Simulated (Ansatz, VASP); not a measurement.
**AlNi in VASP and in Ansatz**

```
Ni Al
1.0
     2.88100    0.00000    0.00000
     0.00000    2.88100    0.00000
     0.00000    0.00000    2.88100
Ni Al
1 1
Cartesian
  1.4405 1.4405 1.4405
  0.0000 0.0000 0.0000
```

Alike in both runs: task single point; functional PBE; k mesh 9 × 9 × 9; occupations gaussian, width 0.025 eV; collinear spin.

|  | VASP | Ansatz |
| --- | --- | --- |
| version | VASP 6.6.1 | Ansatz 0.2.0 |
| potentials or method | VASP PAW PBE potentials, release 64 (Ni, Al), cutoff 520 eV | all-electron LAPW, scalar-relativistic |

```csv
,VASP,Ansatz,Ansatz less VASP
gap on the k mesh at the Fermi level (eV),none,none,-
pressure (GPa),1.9,1.9,-0.04
net moment per atom (μB),0.00,0.00,0.000
```

A gap of «none» marks a metal or a gap that the smearing closes. Ansatz ran all-electron here, and VASP with PAW potentials.
